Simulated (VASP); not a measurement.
Crystal: SnTe.

```
Te Sn
1.0
     0.00000    3.68197    3.68197
     3.68197    0.00000    3.68197
     3.68197    3.68197    0.00000
Te Sn
1 1
Direct
  0.25000 0.25000 0.25000
  0.00000 0.00000 0.00000
```

Base run:

| Item | Value |
| --- | --- |
| Program | VASP 6.6.1 |
| Functional | LDA |
| Potentials or basis | VASP PAW LDA potentials, release 64 (Te, Sn_d) |
| Cutoff | 520 eV |
| k mesh | 6 × 6 × 6 |
| Occupations | fermi-dirac, width 0.05 eV |
| Spin | no spin polarisation |

Its results: band gap on the k mesh 0.32 eV, indirect (least direct gap 0.78 eV); pressure -3.2 GPa.

**Question.** The run is repeated on the same cell with these changes: k mesh from 6 × 6 × 6 to 7 × 7 × 7. What comes out?

**Answer.** Band gap on the k mesh 0.37 eV, indirect (least direct gap 0.81 eV); pressure -3.2 GPa.

Caveats: spin-orbit coupling is left out, which moves the levels of the heavy elements.

A k mesh can miss the band edges.
